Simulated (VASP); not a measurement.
Write the native input for VASP 6.6.1 that does the following.

| Property | Result |
| --- | --- |
| Task | single point |
| Functional | PBEsol |
| Potentials or basis | VASP PAW PBE potentials, release 64 (Ti_sv, O) |
| Cutoff | 520 eV |
| k mesh | 5 × 5 × 4 |
| Occupations | gaussian, width 0.01 eV |
| Spin | no spin polarisation |
| Dipole correction | no |
| Further INCAR settings | ALGO = Normal; EDIFF = 1e-06; NBANDS = 33 |

The structure of TiO2 lies in POSCAR:

```
TiO2
1.0
    2.6366176798     -2.6372227497      0.0000000000
    2.6366176798      2.6372227497      0.0000000000
   -2.5659745572      0.0000000000      4.6735916540
Ti O
2 4
Direct
    0.1341100000      0.8658900000      0.2500000000
    0.8658900000      0.1341100000      0.7500000000
    0.3312210000      0.0887550000      0.6671490000
    0.6687790000      0.9112450000      0.3328510000
    0.9112450000      0.6687790000      0.8328510000
    0.0887550000      0.3312210000      0.1671490000
```

These files were run (other wordings do the same):

INCAR

```
ALGO = Normal
EDIFF = 1E-6
ENCUT = 520
GGA = PS
ISIF = 2
ISMEAR = 0
LASPH = True
LCHARG = True
LELF = True
LREAL = False
LVHAR = True
LWAVE = False
NBANDS = 33
NELM = 100
PREC = Accurate
SIGMA = 0.01
```

KPOINTS

```
k-points
0
Gamma
  5 5 4
```

Potentials or basis: VASP PAW PBE potentials, release 64 (Ti_sv, O).

Launch:

```console
$ cat potpaw_PBE.64/Ti_sv/POTCAR potpaw_PBE.64/O/POTCAR > POTCAR
$ mpirun -np 1 vasp_std > vasp.out
```

It gave:

* Pressure: 10.8 GPa
* Largest force: 0.265 eV/Å
* Band gap on the k mesh: 2.15 eV, indirect (least direct gap 2.50 eV)

Caveat: the PAW data sets were made with another functional, which shifts forces and pressure a little.

Wall time 56 s on 1 thread of Intel Xeon 6975P-C (shared host), peak memory 0.21 GiB.
